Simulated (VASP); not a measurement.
# CdO (Fm-3m) in VASP: a series of runs

Runs on CdO. Level: PBE. Tasks: single point.

All numbers are computed with VASP 6.6.1; they aren't measurements. Logs are shortened: lines on timing, memory, paths and dates and some standing lists are left out, and cuts for length are marked.

**1. The cell of the first run**

It takes space group Fm-3m (No. 225, cubic). The conventional cell has a = 4.699 Å, b = 4.699 Å, c = 4.699 Å, α = 90.00°, β = 90.00°, γ = 90.00°. Within 3.1 Å of Cd (site symmetry m-3m) lie 6 O at 2.35 Å. O (site symmetry m-3m) has 6 Cd at 2.35 Å within 3.1 Å.

**2. Single point, PBE**

Contents of INCAR:

```
SYSTEM = CdO
PREC = Accurate
ENCUT = 600
EDIFF = 1E-6
ISMEAR = -1
SIGMA = 0.1
LREAL = .False.
LASPH = .True.
NELM = 120
ALGO = Normal
ISIF = 2
LWAVE = .False.
LCHARG = .False.
GGA = PE
NBANDS = 26
GGA_COMPAT = .False.
```

Contents of KPOINTS:

```
Automatic mesh
0
Gamma
  4 2 4
  0 0 0
```

Contents of POSCAR:

```
CdO
1.0
    0.0000000000      2.3495000000      2.3495000000
    4.6990000000      0.0000000000      4.6990000000
    2.3495000000      2.3495000000      0.0000000000
Cd O
2 2
Direct
    0.0000000000      0.0000000000      0.0000000000
    0.0000000000      0.5000000000      0.0000000000
    0.5000000000      0.2500000000      0.5000000000
    0.5000000000      0.7500000000      0.5000000000
```

Potentials or basis: VASP PAW PBE potentials, release 64 (Cd, O).

On the command line:

```
> cat potpaw_PBE.64/Cd/POTCAR potpaw_PBE.64/O/POTCAR > POTCAR
> mpirun -np 1 vasp_std > vasp.out
```

OUTCAR:

```text
SYSTEM = CdO
   PREC = Accurate
   ENCUT = 600
   EDIFF = 1E-6
   ISMEAR = -1
   LREAL = .False.
   LASPH = .True.
   NELM = 120
   ISIF = 2
   GGA = PE

 ion  position               nearest neighbor table
   1  0.000  0.000  0.000-   4 2.35   3 2.35   4 2.35   3 2.35   4 2.35   3 2.35   2 3.32   2 3.32
                             2 3.32   2 3.32   2 3.32   2 3.32
   2  0.000  0.500  0.000-   3 2.35   3 2.35   4 2.35   3 2.35   4 2.35   4 2.35   1 3.32   1 3.32
                             1 3.32   1 3.32   1 3.32   1 3.32
   3  0.500  0.250  0.500-   1 2.35   1 2.35   2 2.35   1 2.35   2 2.35   2 2.35
   4  0.500  0.750  0.500-   2 2.35   1 2.35   2 2.35   1 2.35   2 2.35   1 2.35

  LATTYP: Found a trigonal (rhomboedric) cell.
 ALAT       =     5.7550761507
 COS(alpha) =     0.8333333333

  Lattice vectors:

 A1 = (   2.3495000000,  -4.6990000000,   2.3495000000)
 A2 = (   4.6990000000,  -2.3495000000,   2.3495000000)
 A3 = (   2.3495000000,  -2.3495000000,   4.6990000000)

Analysis of symmetry for initial positions (statically):
=====================================================================
 Subroutine PRICEL returns following result:

  LATTYP: Found a face centered cubic cell.
 ALAT       =     4.6990000000

  Lattice vectors:

 A1 = (   0.0000000000,   2.3495000000,   2.3495000000)
 A2 = (   2.3495000000,   0.0000000000,   2.3495000000)
 A3 = (   2.3495000000,   2.3495000000,   0.0000000000)

   2 primitive cells build up your supercell.

 Routine SETGRP: Setting up the symmetry group for a
 trigonal (rhombohedral) supercell.

 Subroutine GETGRP returns: Found 12 space group operations
 (whereof 12 operations were pure point group operations)
 out of a pool of 12 trial point group operations.

The static configuration has the point symmetry D_3d.

Analysis of symmetry for dynamics (positions and initial velocities):
=====================================================================
 Subroutine PRICEL returns following result:

  LATTYP: Found a face centered cubic cell.
 ALAT       =     4.6990000000

  Lattice vectors:

 A1 = (   0.0000000000,   2.3495000000,   2.3495000000)
 A2 = (   2.3495000000,   0.0000000000,   2.3495000000)
 A3 = (   2.3495000000,   2.3495000000,   0.0000000000)

   2 primitive cells build up your supercell.

 Routine SETGRP: Setting up the symmetry group for a
 trigonal (rhombohedral) supercell.

 Subroutine GETGRP returns: Found 12 space group operations
 (whereof 12 operations were pure point group operations)
 out of a pool of 12 trial point group operations.

The dynamic configuration has the point symmetry D_3d.

 Subroutine INISYM returns: Found 12 space group operations
 (whereof 12 operations are pure point group operations),
 and found     2 'primitive' translations

----------------------------------------------------------------------------------------

                                     Primitive cell

  volume of cell :      25.9392

  direct lattice vectors                    reciprocal lattice vectors
     0.000000000  2.349500000  2.349500000    -0.212811236  0.212811236  0.212811236
     2.349500000  0.000000000  2.349500000     0.212811236 -0.212811236  0.212811236
     2.349500000  2.349500000  0.000000000     0.212811236  0.212811236 -0.212811236

  length of vectors
     3.322694765  3.322694765  3.322694765     0.368599874  0.368599874  0.368599874

  position of ions in fractional coordinates (direct lattice)
     0.000000000  0.000000000  0.000000000
     0.500000000  0.500000000  0.500000000

  ion indices of the primitive-cell ions
   primitive index   ion index
                 1           1
                 2           3

----------------------------------------------------------------------------------------

 KPOINTS: Automatic mesh

Automatic generation of k-mesh.
 Grid dimensions read from file:
 generate k-points for:    4    2    4

 Generating k-lattice:

  Cartesian coordinates                     Fractional coordinates (reciprocal lattice)
    -0.053202809  0.053202809  0.053202809     0.250000000  0.000000000  0.000000000
     0.053202809 -0.053202809  0.053202809     0.000000000  0.500000000  0.000000000
     0.053202809  0.053202809 -0.053202809     0.000000000  0.000000000  0.250000000

  Length of vectors
     0.092149968  0.092149968  0.092149968

  Shift w.r.t. Gamma in fractional coordinates (k-lattice)
     0.000000000  0.000000000  0.000000000

 -----------------------------------------------------------------------------
|                                                                             |
|           W    W    AA    RRRRR   N    N  II  N    N   GGGG   !!!           |
|           W    W   A  A   R    R  NN   N  II  NN   N  G    G  !!!           |
|           W    W  A    A  R    R  N N  N  II  N N  N  G       !!!           |
|           W WW W  AAAAAA  RRRRR   N  N N  II  N  N N  G  GGG   !            |
|           WW  WW  A    A  R   R   N   NN  II  N   NN  G    G                |
|           W    W  A    A  R    R  N    N  II  N    N   GGGG   !!!           |
|                                                                             |
|     Your reciprocal lattice and k-lattice belong to different lattice       |
|     classes:                                                                |
|                                                                             |
|        The reciprocal lattice is rhombohedral (trigonal),                   |
|        whereas your k-lattice is body-centered cubic.                       |
|                                                                             |
|     Results are often still useful ...                                      |
|                                                                             |
 -----------------------------------------------------------------------------

 Subroutine IBZKPT returns following result:
 ===========================================

 Found      8 irreducible k-points:

 Following reciprocal coordinates:
            Coordinates               Weight
  0.000000  0.000000  0.000000      1.000000
  0.250000  0.000000  0.000000      6.000000
  0.500000  0.000000  0.000000      3.000000
  0.000000  0.500000  0.000000      1.000000
  0.250000  0.500000  0.000000      6.000000
  0.500000  0.500000  0.000000      3.000000
  0.500000  0.000000  0.250000      6.000000
 -0.250000  0.000000  0.250000      6.000000
   k-points           NKPTS =      8   k-points in BZ     NKDIM =      8   number of bands    NBANDS=     26
   number of dos      NEDOS =    301   number of ions     NIONS =      4
   total plane-waves  NPLWV =  42336
   dimension x,y,z NGX =    28 NGY =   54 NGZ =   28
   dimension x,y,z NGXF=    56 NGYF=  108 NGZF=   56
   ions per type =               2   2
   NGX,Y,Z   is equivalent  to a cutoff of  14.01, 13.51, 14.01 a.u.
   NGXF,Y,Z  is equivalent  to a cutoff of  28.02, 27.02, 28.02 a.u.
 SYSTEM =  CdO
   PREC   = accura    normal or accurate (medium, high low for compatibility)
   ISTART =      0    job   : 0-new  1-cont  2-samecut
   ICHARG =      2    charge: 1-file 2-atom 10-const
   ISPIN  =      1    spin polarized calculation?
   LNONCOLLINEAR =      F non collinear calculations
   LSORBIT =      F    spin-orbit coupling
   LASPH  =      T    aspherical Exc in radial PAW
   ENCUT  =  600.0 eV  44.10 Ry    6.64 a.u.   6.64 13.27  6.64*2*pi/ulx,y,z
   NELM   =    120;   NELMIN=  2; NELMDL= -5     # of ELM steps
   EDIFF  = 0.1E-05   stopping-criterion for ELM
   LREAL  =      F    real-space projection
   EDIFFG = 0.1E-04   stopping-criterion for IOM
   NSW    =      0    number of steps for IOM
   IBRION =     -1    ionic relax: 0-MD 1-quasi-New 2-CG
   NFREE  =      0    steps in history (QN), initial steepest desc. (CG)
   ISIF   =      2    stress and relaxation
   ISYM   =      2    0-nonsym 1-usesym 2-fastsym
   POTIM  = 0.5000    time-step for ionic-motion
   TEBEG  =    0.0;   TEEND  =   0.0 temperature during run
   PSTRESS=    0.0 pullay stress
   NELECT =      36.0000    total number of electrons
   NUPDOWN=      -1.0000    fix difference up-down
   EMIN   =  10.00;   EMAX   =-10.00  energy-range for DOS
   EFERMI =   0.00;   METHOD = LEGACY
   ISMEAR =    -1;   SIGMA  =   0.10  broadening in eV -4-tet -1-fermi 0-gaus
   EFERMI_NEDOS =   21; number of points for ismear=-14 and -15
   IALGO  =     38    algorithm
   IMIX   =      4    mixing-type and parameters
     AMIX     =   0.40;   BMIX     =  1.00
     AMIX_MAG =   1.60;   BMIX_MAG =  1.00
  volume/ion in A,a.u.               =      12.97        87.52
  Fermi-wavevector in a.u.,A,eV,Ry     =   1.449373  2.738918 28.581522  2.100683
  Thomas-Fermi vector in A             =   2.567107
   LORBIT       =      0    0 simple, 1 ext, 2 COOP (PROOUT), +10 PAW based schemes
   GGA     = PE    functional components
   LHFCALC =     F    Hartree Fock is set to
   AEXX    =    0.0000 exact exchange contribution
   IVDW    =     0    specifies the selected vdW correction
   LEPSILON=     F    determine dielectric tensor
   LRPA    =     F    only Hartree local field effects (RPA)
 non-spin polarized calculation
  energy-cutoff  :      600.00
  volume of cell :       51.88
 maximum number of plane-waves:      1756
 NGX is ok and might be reduce to    28

 number of electron      36.0000002 magnetization

 Free energy of the ion-electron system (eV)
  ---------------------------------------------------
  ext. energy  EPLUGINS =         0.00000000
  ---------------------------------------------------
  free energy    TOTEN  =       -15.37074273 eV

  energy without entropy =      -15.34662890  energy(sigma->0) =      -15.35868582

 E-fermi :   2.2782     XC(G=0): -11.7008

 val. band max:        2.0354495388   @ k =   0.0000   0.0000   0.0000
 cond. band min:       4.6575047192   @ k =   0.0000   0.5000   0.0000
 fundamental gap:      2.6220551804
 Fermi energy:         2.2782283595

 k-point     1 :       0.0000    0.0000    0.0000
  band No.  band energies     occupation
      1     -15.3304      2.00000
      2     -14.5340      2.00000
      3      -5.6282      2.00000
      4      -5.2680      2.00000
      5      -5.2680      2.00000
      6      -4.6769      2.00000
[... 18 lines left out ...]
     25      19.0712      0.00000
     26      19.0712      0.00000

 k-point     2 :       0.2500    0.0000    0.0000
  band No.  band energies     occupation
      1     -14.9543      2.00000
      2     -14.6133      2.00000
      3      -5.1255      2.00000
      4      -5.0044      2.00000
      5      -4.8951      2.00000
      6      -4.8951      2.00000
[... 18 lines left out ...]
     25      15.9641      0.00000
     26      15.9641      0.00000

 k-point     3 :       0.5000    0.0000    0.0000
  band No.  band energies     occupation
      1     -14.6867      2.00000
      2     -14.5340      2.00000
      3      -5.6282      2.00000
      4      -5.2680      2.00000
      5      -5.2680      2.00000
      6      -5.1363      2.00000
[... 18 lines left out ...]
     25      13.9945      0.00000
     26      15.3992      0.00000

 k-point     4 :       0.0000    0.5000    0.0000
  band No.  band energies     occupation
      1     -14.9543      2.00000
      2     -14.9543      2.00000
      3      -5.0044      2.00000
      4      -5.0044      2.00000
      5      -4.8951      2.00000
      6      -4.8951      2.00000
[... 18 lines left out ...]
     25      15.9641      0.00000
     26      15.9641      0.00000

 k-point     5 :       0.2500    0.5000    0.0000
  band No.  band energies     occupation
      1     -14.9178      2.00000
      2     -14.6464      2.00000
      3      -5.2730      2.00000
      4      -5.0881      2.00000
      5      -5.0135      2.00000
      6      -4.9098      2.00000
[... 18 lines left out ...]
     25      14.9533      0.00000
     26      15.8072      0.00000

 k-point     6 :       0.5000    0.5000    0.0000
  band No.  band energies     occupation
      1     -14.6133      2.00000
      2     -14.6133      2.00000
      3      -5.1255      2.00000
      4      -5.1255      2.00000
      5      -4.8504      2.00000
      6      -4.8504      2.00000
[... 18 lines left out ...]
     25      14.8263      0.00000
     26      14.8263      0.00000

 k-point     7 :       0.5000    0.0000    0.2500
  band No.  band energies     occupation
      1     -14.6133      2.00000
      2     -14.6133      2.00000
      3      -5.1255      2.00000
      4      -5.1255      2.00000
      5      -4.8504      2.00000
      6      -4.8504      2.00000
[... 18 lines left out ...]
     25      14.8263      0.00000
     26      14.8263      0.00000

 k-point     8 :      -0.2500    0.0000    0.2500
  band No.  band energies     occupation
      1     -14.6464      2.00000
      2     -14.5830      2.00000
      3      -5.2730      2.00000
      4      -5.0881      2.00000
      5      -4.8671      2.00000
      6      -4.8652      2.00000
[... 18 lines left out ...]
     25      12.7835      0.00000
     26      14.9533      0.00000

------------------------ aborting loop because EDIFF is reached ----------------------------------------

  FORCE on cell =-STRESS in cart. coord.  units (eV):
  Direction    XX          YY          ZZ          XY          YZ          ZX
  --------------------------------------------------------------------------------------
  -------------------------------------------------------------------------------------
  Total        2.4738925      2.4738925      2.4738925     -0.0001808     -0.0001808      0.0001808
  in kB       76.4020606     76.4020606     76.4020606     -0.0055839     -0.0055839      0.0055839
  external PRESSURE =      76.4020606 kB  Pullay stress =       0.0000000 kB

 VOLUME and BASIS-vectors are now :
 -----------------------------------------------------------------------------
  energy-cutoff  :      600.00
  volume of cell :       51.88
      direct lattice vectors                 reciprocal lattice vectors
     0.000000000  2.349500000  2.349500000    -0.212811236  0.212811236  0.212811236
     4.699000000  0.000000000  4.699000000     0.106405618 -0.106405618  0.106405618
     2.349500000  2.349500000  0.000000000     0.212811236  0.212811236 -0.212811236

 POSITION                                       TOTAL-FORCE (eV/Angst)
 -----------------------------------------------------------------------------------
      0.00000      0.00000      0.00000        -0.000000      0.000000     -0.000000
      2.34950      0.00000      2.34950        -0.000000     -0.000000     -0.000000
      2.34950      2.34950      2.34950        -0.000000     -0.000000      0.000000
      4.69900      2.34950      4.69900         0.000000      0.000000      0.000000
 -----------------------------------------------------------------------------------
    total drift:                                0.000000      0.000000      0.000000

  FREE ENERGIE OF THE ION-ELECTRON SYSTEM (eV)
  ---------------------------------------------------
  free  energy   TOTEN  =       -15.3707427328 eV

  energy  without entropy=      -15.3466288989  energy(sigma->0) =      -15.35868582
```

It took 16 s on 1 thread of Intel Xeon Platinum 8375C at 2.90GHz (Ice Lake), shared host; peak memory 0.19 GiB.

Results:

```yaml
Free_energy: -15.3707 eV
Pressure: 7.6 GPa
Band_gap_on_the_k_mesh: zero (filled and empty bands touch)
```

Caveat: the k points lie up to 0.58 Å⁻¹ apart; semilocal functionals underestimate gaps, and a narrow one can read as zero.

**3. Single point, PBE**

This run uses another cell than the first one: it holds 8 atoms, not 4.

Contents of INCAR:

```
PREC     = Accurate       # precision mode
ENCUT    = 600            # plane-wave cutoff, eV
EDIFF    = 1E-6           # SCF threshold, eV
ISMEAR   = -1             # smearing method
SIGMA    = 0.1            # smearing width, eV
LREAL    = F              # projectors in reciprocal space
LASPH    = T              # aspherical terms in the spheres
NELM     = 120            # most SCF steps
ALGO     = Normal         # electronic algorithm
ISIF     = 2              # what is computed and relaxed
LWAVE    = F              # write WAVECAR
LCHARG   = F              # write CHGCAR
GGA      = PE             # functional
NBANDS   = 46             # bands
GGA_COMPAT= F
```

Contents of KPOINTS:

```
Automatic mesh
0
Gamma
  2 2 4
```

Contents of POSCAR:

```
CdO
1.0
    0.0000000000      4.6990000000      4.6990000000
    4.6990000000      0.0000000000      4.6990000000
    2.3495000000      2.3495000000      0.0000000000
Cd O
4 4
Direct
    0.0000000000      0.0000000000      0.0000000000
    0.0000000000      0.5000000000      0.0000000000
    0.5000000000      0.0000000000      0.0000000000
    0.5000000000      0.5000000000      0.0000000000
    0.2500000000      0.2500000000      0.5000000000
    0.2500000000      0.7500000000      0.5000000000
    0.7500000000      0.2500000000      0.5000000000
    0.7500000000      0.7500000000      0.5000000000
```

Potentials or basis: VASP PAW PBE potentials, release 64 (Cd, O).

On the command line:

```
> cat potpaw_PBE.64/Cd/POTCAR potpaw_PBE.64/O/POTCAR > POTCAR
> mpirun -np 1 vasp_std > vasp.out
```

Wall time 55 s (1 thread of Intel Xeon Platinum 8375C at 2.90GHz (Ice Lake), shared host); peak memory 0.27 GiB.

It converged, with:

```yaml
Free_energy: -30.7415 eV
Pressure: 7.7 GPa
Band_gap_on_the_k_mesh: zero (filled and empty bands touch)
```

Levels at points of the mesh, in eV from the Fermi level:
```
           k point  band 33  band 34  band 35  band 36  band 37  band 38  band 39  band 40
(0.00, 0.00, 0.00)    -0.67    -0.24    -0.24    -0.24    -0.24     3.65     4.21     4.21
(0.50, 0.00, 0.00)    -0.88    -0.88    -0.88    -0.88     2.38     2.38     5.15     5.15
(0.50, 0.50, 0.00)    -1.87    -1.87    -0.35    -0.35     3.34     3.34     4.96     4.96
(0.00, 0.00, 0.50)    -0.24    -0.24    -0.24    -0.24     3.65     3.65     4.21     4.21
(0.50, 0.00, 0.50)    -1.34    -1.34    -1.34    -1.34     5.15     5.15     5.15     5.15
(0.50, 0.50, 0.50)    -2.11    -2.11    -0.35    -0.35     4.96     4.96     5.77     5.77
```

Caveat: the k points lie up to 0.58 Å⁻¹ apart; semilocal functionals underestimate gaps, and a narrow one can read as zero.

The gap in the log of VASP goes by the Fermi energy; the results here count the filled bands.